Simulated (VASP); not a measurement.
Set up this calculation in VASP 6.6.1, as the native input.

```yaml
Task: single point
Functional: r2SCAN
Dispersion: D4
Potentials_or_basis: VASP PAW PBE potentials, release 64 (Hf_pv, C)
Cutoff: 520 eV
k_mesh: 12 × 12 × 12
Occupations: gaussian, width 0.05 eV
Spin: no spin polarisation
Dipole_correction: no
Further_INCAR_settings: ALGO = Normal; EDIFF = 1e-06; NBANDS = 14
```

The system is HfC.

```
Hf C
1.0
     0.00000    2.51265    2.51265
     2.51265    0.00000    2.51265
     2.51265    2.51265    0.00000
Hf C
1 1
Direct
  0.00000 0.00000 0.00000
  0.25000 0.25000 0.25000
```

One way to write it, as run:

POSCAR

```
HfC
1.0
    0.0000000000      2.5126537230      2.5126537230
    2.5126537230      0.0000000000      2.5126537230
    2.5126537230      2.5126537230      0.0000000000
Hf C
1 1
Direct
    0.0000000000      0.0000000000      0.0000000000
    0.2500000000      0.2500000000      0.2500000000
```

INCAR.step1

```
ALGO = Normal
EDIFF = 1E-4
ENCUT = 520
GGA = PE
ISMEAR = 0
LASPH = True
LCHARG = False
LREAL = False
LWAVE = True
NBANDS = 14
NELM = 80
PREC = Accurate
SIGMA = 0.05
```

INCAR.step2

```
ALGO = Normal
EDIFF = 1E-6
ENCUT = 520
ISIF = 2
ISMEAR = 0
ISTART = 1
IVDW = 13
LASPH = True
LCHARG = False
LMIXTAU = True
LREAL = False
LWAVE = False
METAGGA = R2SCAN
NBANDS = 14
NELM = 80
PREC = Accurate
SIGMA = 0.05
VDW_A1 = 0.51559235
VDW_A2 = 5.77342911
VDW_S6 = 1.0
VDW_S8 = 0.6018749
```

KPOINTS

```
k-points
0
Gamma
  12 12 12
```

Potentials or basis: VASP PAW PBE potentials, release 64 (Hf_pv, C).

Launch:

```console
$ cat potpaw_PBE.64/Hf_pv/POTCAR potpaw_PBE.64/C/POTCAR > POTCAR
$ cp INCAR.step1 INCAR
$ mpirun -np 1 vasp_std > vasp.out
$ cp INCAR.step2 INCAR
$ mpirun -np 1 vasp_std > vasp.out
```

Results of the run:

The pressure is -1.3 GPa, the band gap on the k mesh is 0.58 eV and the dispersion energy per atom is -0.082 eV.

Caveat: the PAW data sets were made with another functional, which shifts forces and pressure a little; spin-orbit coupling is left out, which moves the levels of the heavy elements.

It took 100 s on 1 thread of Intel(R) Xeon(R) Platinum 8375C CPU @ 2.90GHz (Ice Lake), on a shared host, peak memory 0.18 GiB.
